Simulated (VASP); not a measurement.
Crystal: Fe.

```
Fe
1.0
    -1.36502    1.36502    1.36502
     1.36502   -1.36502    1.36502
     1.36502    1.36502   -1.36502
Fe
1
Cartesian
  0.0000 0.0000 0.0000
```

Base run:

| Quantity | Value |
| --- | --- |
| Program | VASP 6.6.1 |
| Functional | r2SCAN |
| Potentials or basis | VASP PAW PBE potentials, release 64 (Fe) |
| Cutoff | 520 eV |
| k mesh | 16 × 16 × 16 |
| Occupations | fermi-dirac, width 0.1 eV |
| Spin | no spin polarisation |

Its results: band gap on the k mesh zero (band 4 reaches 7.99 eV, above the bottom of band 5 at 5.86 eV); pressure 0.7 GPa.

The run is repeated on the same cell with these changes: occupations from fermi-dirac, width 0.1 eV to gaussian, width 0.03 eV. What comes out?

Band gap on the k mesh zero (band 4 reaches 7.96 eV, above the bottom of band 5 at 5.84 eV); pressure -0.2 GPa.

Caveats: the PAW data sets were made with another functional, which shifts forces and pressure a little; the run has no spin polarisation, though such a crystal can be magnetic.
